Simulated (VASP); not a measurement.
# C (Fddd) in VASP: further runs, part 2 of 2

VASP 6.6.1.

## Step 3: Single point, LDA

The input, INCAR:

```
PREC     = Accurate       # precision mode
ENCUT    = 910            # plane-wave cutoff, eV
EDIFF    = 1E-6           # SCF threshold, eV
ISMEAR   = 0              # smearing method
SIGMA    = 0.05           # smearing width, eV
LREAL    = False          # projectors in reciprocal space
LASPH    = True           # aspherical terms in the spheres
NELM     = 120            # most SCF steps
ALGO     = Normal         # electronic algorithm
ISIF     = 2              # what is computed and relaxed
LWAVE    = False          # write WAVECAR
LCHARG   = False          # write CHGCAR
NBANDS   = 11             # bands
GGA_COMPAT= False
```

The input, KPOINTS:

```
regular mesh
0
Gamma
  12 12 12
```

The input, POSCAR:

```
C
1.0
    0.0000000000      2.0306356226      1.7657701066
    1.5009045906      0.0000000000      1.7657701066
    1.5009045906      2.0306356226      0.0000000000
C
2
Direct
    0.5000000000      0.5000000000      0.5000000000
    0.7500000000      0.7500000000      0.7500000000
```

Potentials or basis: VASP PAW LDA potentials, release 64 (C_h).

Launch:

```bash
$ cat potpaw_LDA.64/C_h/POTCAR > POTCAR
$ mpirun -np 1 vasp_std > vasp.out
```

OUTCAR:

```text
PREC = Accurate
   ENCUT = 910
   EDIFF = 1E-6
   ISMEAR = 0
   LREAL = False
   LASPH = True
   NELM = 120
   ISIF = 2

 ion  position               nearest neighbor table
   1  0.500  0.500  0.500-
   2  0.750  0.750  0.750-

  LATTYP: Found a face centered orthorhombic cell.
 ALAT       =     3.0018091812
 B/A-ratio  =     1.1764705882
 C/A-ratio  =     1.3529411765

  Lattice vectors:

 A1 = (   0.0000000000,   2.0306356226,  -1.7657701066)
 A2 = (   1.5009045906,   2.0306356226,   0.0000000000)
 A3 = (   1.5009045906,   0.0000000000,  -1.7657701066)

Analysis of symmetry for initial positions (statically):
=====================================================================
 Subroutine PRICEL returns:
 Original cell was already a primitive cell.

 Routine SETGRP: Setting up the symmetry group for a
 face centered orthorhombic supercell.

 Subroutine GETGRP returns: Found  8 space group operations
 (whereof  4 operations were pure point group operations)
 out of a pool of  8 trial point group operations.

The static configuration has the point symmetry D_2 .
 The point group associated with its full space group is D_2h.

Analysis of symmetry for dynamics (positions and initial velocities):
=====================================================================
 Subroutine PRICEL returns:
 Original cell was already a primitive cell.

 Routine SETGRP: Setting up the symmetry group for a
 face centered orthorhombic supercell.

 Subroutine GETGRP returns: Found  8 space group operations
 (whereof  4 operations were pure point group operations)
 out of a pool of  8 trial point group operations.

The dynamic configuration has the point symmetry D_2 .
 The point group associated with its full space group is D_2h.

 Subroutine INISYM returns: Found  8 space group operations
 (whereof  4 operations are pure point group operations),
 and found     1 'primitive' translations

----------------------------------------------------------------------------------------

                                     Primitive cell

  volume of cell :      10.7634

  direct lattice vectors                    reciprocal lattice vectors
     0.000000000  2.030635623  1.765770107    -0.333132434  0.246228321  0.283162569
     1.500904591  0.000000000  1.765770107     0.333132434 -0.246228321  0.283162569
     1.500904591  2.030635623  0.000000000     0.333132434  0.246228321 -0.283162569

  length of vectors
     2.690989614  2.317468157  2.525112992     0.501783465  0.501783465  0.501783465

  position of ions in fractional coordinates (direct lattice)
     0.500000000  0.500000000  0.500000000
     0.750000000  0.750000000  0.750000000

  ion indices of the primitive-cell ions
   primitive index   ion index
                 1           1
                 2           2

----------------------------------------------------------------------------------------

 KPOINTS: regular mesh

Automatic generation of k-mesh.
 Grid dimensions read from file:
 generate k-points for:   12   12   12

 Generating k-lattice:

  Cartesian coordinates                     Fractional coordinates (reciprocal lattice)
    -0.027761036  0.020519027  0.023596881     0.083333333 -0.000000000 -0.000000000
     0.027761036 -0.020519027  0.023596881     0.000000000  0.083333333  0.000000000
     0.027761036  0.020519027 -0.023596881     0.000000000  0.000000000  0.083333333

  Length of vectors
     0.041815289  0.041815289  0.041815289

  Shift w.r.t. Gamma in fractional coordinates (k-lattice)
     0.000000000  0.000000000  0.000000000

 Subroutine IBZKPT returns following result:
 ===========================================

 Found    280 irreducible k-points:

 Following reciprocal coordinates:
            Coordinates               Weight
  0.000000  0.000000  0.000000      1.000000
  0.083333  0.000000  0.000000      8.000000
  0.166667  0.000000  0.000000      8.000000
  0.250000  0.000000  0.000000      8.000000
  0.333333 -0.000000  0.000000      8.000000
  0.416667  0.000000  0.000000      8.000000
[... 16 lines left out ...]
  0.500000  0.166667 -0.000000      8.000000
 -0.416667  0.166667  0.000000      8.000000
 [... further k-points ...]
   k-points           NKPTS =    280   k-points in BZ     NKDIM =    280   number of bands    NBANDS=     11
   number of dos      NEDOS =    301   number of ions     NIONS =      2
   total plane-waves  NPLWV =  18816
   dimension x,y,z NGX =    28 NGY =   24 NGZ =   28
   dimension x,y,z NGXF=    56 NGYF=   48 NGZF=   56
   ions per type =               2
   NGX,Y,Z   is equivalent  to a cutoff of  17.30, 17.22, 18.43 a.u.
   NGXF,Y,Z  is equivalent  to a cutoff of  34.60, 34.43, 36.87 a.u.
 SYSTEM =  unknown system
   PREC   = accura    normal or accurate (medium, high low for compatibility)
   ISTART =      0    job   : 0-new  1-cont  2-samecut
   ICHARG =      2    charge: 1-file 2-atom 10-const
   ISPIN  =      1    spin polarized calculation?
   LNONCOLLINEAR =      F non collinear calculations
   LSORBIT =      F    spin-orbit coupling
   LASPH  =      T    aspherical Exc in radial PAW
   ENCUT  =  910.0 eV  66.88 Ry    8.18 a.u.   6.62  5.70  6.21*2*pi/ulx,y,z
   NELM   =    120;   NELMIN=  2; NELMDL= -5     # of ELM steps
   EDIFF  = 0.1E-05   stopping-criterion for ELM
   LREAL  =      F    real-space projection
   EDIFFG = 0.1E-04   stopping-criterion for IOM
   NSW    =      0    number of steps for IOM
   IBRION =     -1    ionic relax: 0-MD 1-quasi-New 2-CG
   NFREE  =      0    steps in history (QN), initial steepest desc. (CG)
   ISIF   =      2    stress and relaxation
   ISYM   =      2    0-nonsym 1-usesym 2-fastsym
   POTIM  = 0.5000    time-step for ionic-motion
   TEBEG  =    0.0;   TEEND  =   0.0 temperature during run
   PSTRESS=    0.0 pullay stress
   NELECT =       8.0000    total number of electrons
   NUPDOWN=      -1.0000    fix difference up-down
   EMIN   =  10.00;   EMAX   =-10.00  energy-range for DOS
   EFERMI =   0.00;   METHOD = LEGACY
   ISMEAR =     0;   SIGMA  =   0.05  broadening in eV -4-tet -1-fermi 0-gaus
   EFERMI_NEDOS =   21; number of points for ismear=-14 and -15
   IALGO  =     38    algorithm
   IMIX   =      4    mixing-type and parameters
     AMIX     =   0.40;   BMIX     =  1.00
     AMIX_MAG =   1.60;   BMIX_MAG =  1.00
  volume/ion in A,a.u.               =       5.38        36.32
  Fermi-wavevector in a.u.,A,eV,Ry     =   1.482934  2.802338 29.920470  2.199092
  Thomas-Fermi vector in A             =   2.596658
   LORBIT       =      0    0 simple, 1 ext, 2 COOP (PROOUT), +10 PAW based schemes
   GGA     = CA    functional components
   LHFCALC =     F    Hartree Fock is set to
   AEXX    =    0.0000 exact exchange contribution
   IVDW    =     0    specifies the selected vdW correction
   LEPSILON=     F    determine dielectric tensor
   LRPA    =     F    only Hartree local field effects (RPA)
 non-spin polarized calculation
 Gauss-broadening in eV      SIGMA  =   0.05
  energy-cutoff  :      910.00
  volume of cell :       10.76
 maximum number of plane-waves:       686
   NGX = 13   NGY = 11   NGZ = 13

 number of electron       8.0000000 magnetization

 Free energy of the ion-electron system (eV)
  ---------------------------------------------------
  ext. energy  EPLUGINS =         0.00000000
  ---------------------------------------------------
  free energy    TOTEN  =       -18.80631036 eV

  energy without entropy =      -18.80616260  energy(sigma->0) =      -18.80623648

 E-fermi :  13.1386     XC(G=0): -13.9812

 val. band max:       12.9899760352   @ k =  -0.0833   0.3333   0.3333
 cond. band min:      13.1456963704   @ k =  -0.0833  -0.0000   0.0833
 fundamental gap:      0.1557203351
 Fermi energy:        13.1386107425

 k-point     1 :       0.0000    0.0000    0.0000
  band No.  band energies     occupation
      1     -10.2284      2.00000
      2       9.1150      2.00000
      3      12.4598      2.00000
      4      13.8873      0.00000
      5      16.2982      0.00000
      6      18.2788      0.00000
      7      19.9746      0.00000
      8      24.5870      0.00000
      9      32.1279      0.00000
     10      32.3370      0.00000
     11      34.0647      0.00000
[... 309 lines left out ...]
 k-point    24 :      -0.4167    0.1667    0.0000
  band No.  band energies     occupation
      1      -3.3391      2.00000
      2      -1.0647      2.00000
      3       5.4768      2.00000
      4       8.5479      2.00000
      5      17.5503      0.00000
      6      20.7287      0.00000
      7      25.7905      0.00000
      8      27.4971      0.00000
      9      32.1158      0.00000
     10      35.2782      0.00000
     11      40.5665      0.00000

 [... further k-points ...]
[... 5 lines left out ...]
  --------------------------------------------------------------------------------------
  -------------------------------------------------------------------------------------
  Total        8.8609886     -9.7165195      3.4665859      0.0000000      0.0000000      0.0000000
  in kB     1318.9961166  -1446.3455544    516.0161652      0.0000000      0.0000000      0.0000000
  external PRESSURE =     129.5555758 kB  Pullay stress =       0.0000000 kB

 VOLUME and BASIS-vectors are now :
 -----------------------------------------------------------------------------
  energy-cutoff  :      910.00
  volume of cell :       10.76
      direct lattice vectors                 reciprocal lattice vectors
     0.000000000  2.030635623  1.765770107    -0.333132434  0.246228321  0.283162569
     1.500904591  0.000000000  1.765770107     0.333132434 -0.246228321  0.283162569
     1.500904591  2.030635623  0.000000000     0.333132434  0.246228321 -0.283162569

 POSITION                                       TOTAL-FORCE (eV/Angst)
 -----------------------------------------------------------------------------------
      1.50090      2.03064      1.76577         0.000000     -0.000000      0.000000
      2.25136      3.04595      2.64866        -0.000000      0.000000      0.000000
 -----------------------------------------------------------------------------------
    total drift:                                0.000000      0.000000      0.000000

  FREE ENERGIE OF THE ION-ELECTRON SYSTEM (eV)
  ---------------------------------------------------
  free  energy   TOTEN  =       -18.8063103611 eV

  energy  without entropy=      -18.8061625983  energy(sigma->0) =      -18.80623648
```

Wall time 30 s (1 thread of AMD EPYC 9R45 (Zen 5), shared host); peak memory 0.14 GiB.

What came out:

```yaml
Free_energy: -18.8063 eV
Pressure: 13.0 GPa
Band_gap_on_the_k_mesh: zero (band 4 reaches 13.89 eV, above the bottom of band 5 at 12.53 eV)
```

Stress tensor (GPa, compression positive):
```
 131.90    0.00    0.00
   0.00 -144.63    0.00
   0.00    0.00   51.60
```

Caveat: the cell differs from its parent crystal (strain +e along x and -e along y -0.1500, strain +e along z and -e/2 along x and y +0.0000); the cutoff is under 1.25 times the usual one of these potentials, so pressure, stress and relaxed cells hold a basis-set (Pulay) error.
